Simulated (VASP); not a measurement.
# Hg (Fm-3m) in VASP: notebook

Hg is run at these levels: PBE+D3(BJ); tasks: single point.

All numbers are computed with VASP 6.6.1; they aren't measurements. Logs are shortened: lines on timing, memory, paths and dates and some standing lists are left out, and cuts for length are marked.

## (1) The cell of the first run

Symmetry: Fm-3m, No. 225, cubic system. The conventional cell has a = 4.440 Å, b = 4.440 Å, c = 4.440 Å, α = 90.00°, β = 90.00°, γ = 90.00°. Within 4.1 Å of Hg (site symmetry m-3m) lie 12 Hg at 3.14 Å.

## (2) Single point, PBE+D3(BJ) (volume scaled by 0.88)

File INCAR:

```
SYSTEM = Hg
PREC = Accurate ; ENCUT = 520
EDIFF = 1E-6 ; ISMEAR = 0
SIGMA = 0.1 ; LREAL = .FALSE.
LASPH = .TRUE. ; NELM = 60
ALGO = Fast ; ISIF = 2
LWAVE = .FALSE. ; LCHARG = .FALSE.
GGA = PE ; IVDW = 12
NBANDS = 12
```

File KPOINTS:

```
regular mesh
0
G
  16 16 16
  0 0 0
```

File POSCAR:

```
Hg
1.0
    0.0000000000      2.2202228940      2.2202228940
    2.2202228940      0.0000000000      2.2202228940
    2.2202228940      2.2202228940      0.0000000000
Hg
1
Direct
    0.0000000000      0.0000000000      0.0000000000
```

Potentials or basis: VASP PAW PBE potentials, release 64 (Hg).

Command:

```
$ cat potpaw_PBE.64/Hg/POTCAR > POTCAR
$ mpirun -np 1 vasp_std > vasp.out
```

OUTCAR:

```text
SYSTEM = Hg
   PREC = Accurate
   ENCUT = 520
   EDIFF = 1E-6
   ISMEAR = 0
   LREAL = .FALSE.
   LASPH = .TRUE.
   NELM = 60
   ISIF = 2
   GGA = PE
   IVDW = 12
 IVDW          = 12

 ion  position               nearest neighbor table
   1  0.000  0.000  0.000-

  LATTYP: Found a face centered cubic cell.
 ALAT       =     4.4404457880

  Lattice vectors:

 A1 = (   0.0000000000,   2.2202228940,   2.2202228940)
 A2 = (   2.2202228940,   0.0000000000,   2.2202228940)
 A3 = (   2.2202228940,   2.2202228940,   0.0000000000)

Analysis of symmetry for initial positions (statically):
=====================================================================
 Subroutine PRICEL returns:
 Original cell was already a primitive cell.

 Routine SETGRP: Setting up the symmetry group for a
 face centered cubic supercell.

 Subroutine GETGRP returns: Found 48 space group operations
 (whereof 48 operations were pure point group operations)
 out of a pool of 48 trial point group operations.

The static configuration has the point symmetry O_h .

Analysis of symmetry for dynamics (positions and initial velocities):
=====================================================================
 Subroutine PRICEL returns:
 Original cell was already a primitive cell.

 Routine SETGRP: Setting up the symmetry group for a
 face centered cubic supercell.

 Subroutine GETGRP returns: Found 48 space group operations
 (whereof 48 operations were pure point group operations)
 out of a pool of 48 trial point group operations.

The dynamic configuration has the point symmetry O_h .

 Subroutine INISYM returns: Found 48 space group operations
 (whereof 48 operations are pure point group operations),
 and found     1 'primitive' translations

----------------------------------------------------------------------------------------

                                     Primitive cell

  volume of cell :      21.8887

  direct lattice vectors                    reciprocal lattice vectors
     0.000000000  2.220222894  2.220222894    -0.225202614  0.225202614  0.225202614
     2.220222894  0.000000000  2.220222894     0.225202614 -0.225202614  0.225202614
     2.220222894  2.220222894  0.000000000     0.225202614  0.225202614 -0.225202614

  length of vectors
     3.139869328  3.139869328  3.139869328     0.390062370  0.390062370  0.390062370

  position of ions in fractional coordinates (direct lattice)
     0.000000000  0.000000000  0.000000000

  ion indices of the primitive-cell ions
   primitive index   ion index
                 1           1

----------------------------------------------------------------------------------------

 KPOINTS: regular mesh

Automatic generation of k-mesh.
 Grid dimensions read from file:
 generate k-points for:   16   16   16

 Generating k-lattice:

  Cartesian coordinates                     Fractional coordinates (reciprocal lattice)
    -0.014075163  0.014075163  0.014075163     0.062500000  0.000000000  0.000000000
     0.014075163 -0.014075163  0.014075163     0.000000000  0.062500000  0.000000000
     0.014075163  0.014075163 -0.014075163     0.000000000  0.000000000  0.062500000

  Length of vectors
     0.024378898  0.024378898  0.024378898

  Shift w.r.t. Gamma in fractional coordinates (k-lattice)
     0.000000000  0.000000000  0.000000000

 Subroutine IBZKPT returns following result:
 ===========================================

 Found    145 irreducible k-points:

 Following reciprocal coordinates:
            Coordinates               Weight
  0.000000  0.000000  0.000000      1.000000
  0.062500  0.000000  0.000000      8.000000
  0.125000  0.000000  0.000000      8.000000
  0.187500  0.000000  0.000000      8.000000
  0.250000  0.000000  0.000000      8.000000
  0.312500  0.000000  0.000000      8.000000
[... 16 lines left out ...]
 -0.125000  0.062500  0.000000     24.000000
 -0.062500  0.062500  0.000000     12.000000
 [... further k-points ...]
   k-points           NKPTS =    145   k-points in BZ     NKDIM =    145   number of bands    NBANDS=     12
   number of dos      NEDOS =    301   number of ions     NIONS =      1
   total plane-waves  NPLWV =  13824
   dimension x,y,z NGX =    24 NGY =   24 NGZ =   24
   dimension x,y,z NGXF=    48 NGYF=   48 NGZF=   48
   ions per type =               1
   NGX,Y,Z   is equivalent  to a cutoff of  12.71, 12.71, 12.71 a.u.
   NGXF,Y,Z  is equivalent  to a cutoff of  25.41, 25.41, 25.41 a.u.
 SYSTEM =  Hg
   PREC   = accura    normal or accurate (medium, high low for compatibility)
   ISTART =      0    job   : 0-new  1-cont  2-samecut
   ICHARG =      2    charge: 1-file 2-atom 10-const
   ISPIN  =      1    spin polarized calculation?
   LNONCOLLINEAR =      F non collinear calculations
   LSORBIT =      F    spin-orbit coupling
   LASPH  =      T    aspherical Exc in radial PAW
   ENCUT  =  520.0 eV  38.22 Ry    6.18 a.u.   5.84  5.84  5.84*2*pi/ulx,y,z
   NELM   =     60;   NELMIN=  2; NELMDL= -5     # of ELM steps
   EDIFF  = 0.1E-05   stopping-criterion for ELM
   LREAL  =      F    real-space projection
   EDIFFG = 0.1E-04   stopping-criterion for IOM
   NSW    =      0    number of steps for IOM
   IBRION =     -1    ionic relax: 0-MD 1-quasi-New 2-CG
   NFREE  =      0    steps in history (QN), initial steepest desc. (CG)
   ISIF   =      2    stress and relaxation
   ISYM   =      2    0-nonsym 1-usesym 2-fastsym
   POTIM  = 0.5000    time-step for ionic-motion
   TEBEG  =    0.0;   TEEND  =   0.0 temperature during run
   PSTRESS=    0.0 pullay stress
   NELECT =      12.0000    total number of electrons
   NUPDOWN=      -1.0000    fix difference up-down
   EMIN   =  10.00;   EMAX   =-10.00  energy-range for DOS
   EFERMI =   0.00;   METHOD = LEGACY
   ISMEAR =     0;   SIGMA  =   0.10  broadening in eV -4-tet -1-fermi 0-gaus
   EFERMI_NEDOS =   21; number of points for ismear=-14 and -15
   IALGO  =     68    algorithm
   IMIX   =      4    mixing-type and parameters
     AMIX     =   0.40;   BMIX     =  1.00
     AMIX_MAG =   1.60;   BMIX_MAG =  1.00
  volume/ion in A,a.u.               =      21.89       147.71
  Fermi-wavevector in a.u.,A,eV,Ry     =   1.339868  2.531983 24.425807  1.795246
  Thomas-Fermi vector in A             =   2.468226
   LORBIT       =      0    0 simple, 1 ext, 2 COOP (PROOUT), +10 PAW based schemes
   GGA     = PE    functional components
   LHFCALC =     F    Hartree Fock is set to
   AEXX    =    0.0000 exact exchange contribution
   IVDW    =    12    specifies the selected vdW correction
   LEPSILON=     F    determine dielectric tensor
   LRPA    =     F    only Hartree local field effects (RPA)
 non-spin polarized calculation
 RMM-DIIS sequential band-by-band and
 Gauss-broadening in eV      SIGMA  =   0.10
  energy-cutoff  :      520.00
  volume of cell :       21.89
 maximum number of plane-waves:       609
   NGX = 11   NGY = 11   NGZ = 11

 number of electron      11.9999999 magnetization

 Free energy of the ion-electron system (eV)
  ---------------------------------------------------
  ext. energy  EPLUGINS =         0.00000000
  ---------------------------------------------------
  free energy    TOTEN  =        -0.02400554 eV

  energy without entropy =       -0.02185785  energy(sigma->0) =       -0.02293170

 E-fermi :   3.3523     XC(G=0): -11.2892

 val. band max:        3.3471768403   @ k =  -0.3750   0.4375   0.1250
 cond. band min:       3.3950129854   @ k =  -0.3750   0.2500   0.1250
 fundamental gap:      0.0478361450
 Fermi energy:         3.3522955219

 k-point     1 :       0.0000    0.0000    0.0000
  band No.  band energies     occupation
      1      -6.3147      2.00000
      2      -3.9070      2.00000
      3      -3.9070      2.00000
      4      -3.9070      2.00000
      5      -3.1615      2.00000
      6      -3.1615      2.00000
      7      17.0976      0.00000
      8      18.7825      0.00000
      9      18.7825      0.00000
     10      18.7825      0.00000
     11      22.9121      0.00000
     12      24.3928      0.00000

 k-point     2 :       0.0625    0.0000    0.0000
  band No.  band energies     occupation
      1      -6.2079      2.00000
      2      -3.9223      2.00000
      3      -3.8810      2.00000
      4      -3.8810      2.00000
      5      -3.1692      2.00000
      6      -3.1692      2.00000
      7      16.9861      0.00000
      8      17.7869      0.00000
      9      18.7537      0.00000
     10      18.7537      0.00000
     11      23.0824      0.00000
     12      24.3267      0.00000

 k-point     3 :       0.1250    0.0000    0.0000
  band No.  band energies     occupation
      1      -5.9023      2.00000
      2      -3.9480      2.00000
      3      -3.8166      2.00000
      4      -3.8166      2.00000
      5      -3.1795      2.00000
      6      -3.1795      2.00000
      7      15.1980      0.00000
      8      17.4995      0.00000
      9      18.6425      0.00000
     10      18.6425      0.00000
     11      22.4100      0.00000
     12      23.9641      0.00000
[... 286 lines left out ...]
 k-point    23 :      -0.1250    0.0625    0.0000
  band No.  band energies     occupation
      1      -5.6756      2.00000
      2      -3.9962      2.00000
      3      -3.7718      2.00000
      4      -3.7432      2.00000
      5      -3.2556      2.00000
      6      -3.0961      2.00000
      7      14.4534      0.00000
      8      16.3634      0.00000
      9      18.3871      0.00000
     10      19.5751      0.00000
     11      21.4458      0.00000
     12      23.3871      0.00000

 k-point    24 :      -0.0625    0.0625    0.0000
  band No.  band energies     occupation
      1      -6.0336      2.00000
      2      -3.9581      2.00000
      3      -3.8462      2.00000
      4      -3.8211      2.00000
      5      -3.2142      2.00000
      6      -3.1426      2.00000
      7      16.6771      0.00000
      8      16.7242      0.00000
      9      18.2461      0.00000
     10      19.2365      0.00000
     11      22.4792      0.00000
     12      24.3879      0.00000

 [... further k-points ...]

------------------------ aborting loop because EDIFF is reached ----------------------------------------

 Edisp (eV)   -0.47850

 E8    (eV) :    -0.2164

  FORCE on cell =-STRESS in cart. coord.  units (eV):
  Direction    XX          YY          ZZ          XY          YZ          ZX
  --------------------------------------------------------------------------------------
  -------------------------------------------------------------------------------------
  Total       0.75274     0.75274     0.75274     0.00000    -0.00000     0.00000
  in kB      55.09810    55.09810    55.09810     0.00000    -0.00000     0.00000
  external pressure =       55.10 kB  Pullay stress =        0.00 kB

 VOLUME and BASIS-vectors are now :
 -----------------------------------------------------------------------------
  energy-cutoff  :      520.00
  volume of cell :       21.89
      direct lattice vectors                 reciprocal lattice vectors
     0.000000000  2.220222894  2.220222894    -0.225202614  0.225202614  0.225202614
     2.220222894  0.000000000  2.220222894     0.225202614 -0.225202614  0.225202614
     2.220222894  2.220222894  0.000000000     0.225202614  0.225202614 -0.225202614

 POSITION                                       TOTAL-FORCE (eV/Angst)
 -----------------------------------------------------------------------------------
      0.00000      0.00000      0.00000         0.000000      0.000000      0.000000
 -----------------------------------------------------------------------------------
    total drift:                               -0.000000      0.000000      0.000000

  FREE ENERGIE OF THE ION-ELECTRON SYSTEM (eV)
  ---------------------------------------------------
  free  energy   TOTEN  =        -0.5025021478 eV

  energy  without entropy=       -0.5003544588  energy(sigma->0) =       -0.50142830
```

It took 11 s on 1 thread of Intel Xeon 6975P-C (Granite Rapids), shared host; peak memory 0.17 GiB.

What came out:

| Property | Result |
| --- | --- |
| Free energy | -0.5025 eV |
| Pressure | 5.5 GPa |
| Band gap on the k mesh | zero (band 6 reaches 4.04 eV, above the bottom of band 7 at 1.95 eV) |
| Dispersion energy per atom | -0.478 eV |

Levels at points of the mesh, in eV from the Fermi level:
```
           k point  band 3  band 4  band 5  band 6  band 7  band 8  band 9  band 10
(0.00, 0.00, 0.00)   -7.26   -7.26   -6.51   -6.51   13.75   15.43   15.43    15.43
(0.50, 0.00, 0.00)   -7.26   -5.89   -5.89   -1.92   -1.40   13.00   13.09    13.09
(0.50, 0.50, 0.00)   -5.93   -5.73   -5.73   -0.41    0.84    7.21    7.21    12.05
```

Caveat: spin-orbit coupling is left out, which moves the levels of the heavy elements; pairwise dispersion overbinds metals, which lowers pressure and volume.

(Part 1 of 2 ends here.)
